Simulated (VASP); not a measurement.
**NiO: single point with r2SCAN**

Crystal: NiO.

```
CELL_PARAMETERS angstrom
2.13618 2.13618 0.00000
-2.13618 2.13618 0.00000
0.00000 0.00000 4.13411
ATOMIC_POSITIONS crystal
Ni 0.00000 0.00000 0.00000
Ni 0.50000 0.50000 0.50000
O 0.50000 0.50000 0.00000
O 0.00000 0.00000 0.50000
```

This cell differs from its parent crystal: biaxial strain in the a-b plane: +2.0 %, then relaxed in part.

```yaml
Program: VASP 6.6.1
Task: single point
Functional: r2SCAN
Potentials_or_basis: VASP PAW PBE potentials, release 64 (Ni, O)
Cutoff: 520 eV
k_mesh: 10 × 10 × 8
Occupations: gaussian, width 0.02 eV
Spin: collinear spin, ferromagnetic start
Starting_moments: "[1.84, 1.84, 0.31, 0.31] μB"
```

The pressure is -4.9 GPa, the band gap on the k mesh is 0.65 eV and the net moment is 4.00 μB per cell. The site moments are Ni +1.70; O +0.27 μB and the valence electrons inside the program's atomic spheres are Ni 8.87; O 5.03.

Stress tensor (GPa, compression positive):
```
-7.39  0.00  0.00
 0.00 -7.39  0.00
 0.00  0.00 -0.02
```

Levels at points of the mesh, in eV from the valence-band top:
Spin up:
```csv
k point,band 16,band 17,band 18,band 19,band 20,band 21
"(0.00, 0.00, 0.00)",-2.68,-2.23,-2.23,1.94,6.53,11.66
"(0.50, 0.00, 0.00)",-1.90,-0.47,-0.47,7.47,7.47,11.27
"(0.50, 0.50, 0.00)",-2.29,-2.21,-2.21,6.54,6.54,11.18
"(0.00, 0.00, 0.50)",-1.81,-1.81,-1.81,5.96,5.96,13.75
"(0.50, 0.00, 0.50)",-0.23,0.00,0.00,6.20,6.20,10.53
"(0.50, 0.50, 0.50)",-2.19,-1.74,-1.74,9.08,9.08,11.17
```
Spin down:
```csv
k point,band 10,band 11,band 12,band 13,band 14,band 15,band 16,band 17,band 18,band 19
"(0.00, 0.00, 0.00)",-2.13,-2.00,-2.00,-1.27,-1.27,0.65,0.72,1.15,1.68,2.53
"(0.50, 0.00, 0.00)",-1.72,-1.26,-1.26,-1.00,-1.00,1.60,1.60,3.15,3.15,8.10
"(0.50, 0.50, 0.00)",-3.02,-1.33,-1.33,-1.24,-1.24,1.13,1.13,1.62,1.62,7.18
"(0.00, 0.00, 0.50)",-2.60,-0.90,-0.90,-0.90,-0.90,0.90,0.90,1.64,1.64,7.00
"(0.50, 0.00, 0.50)",-1.39,-1.23,-1.23,-0.95,-0.95,3.19,3.19,3.49,3.49,6.50
"(0.50, 0.50, 0.50)",-1.33,-1.29,-1.29,-1.29,-1.29,1.43,1.43,2.25,2.25,9.92
```

Wall time 16 min on 1 thread of Oxide Virtual Turin-like Processor, with other jobs on the host, peak memory 0.25 GiB.

Caveat: the cell differs from its parent crystal (biaxial strain in the a-b plane: +2.0 %, then relaxed in part); the PAW data sets were made with another functional, which shifts forces and pressure a little. A k mesh can miss the band edges.
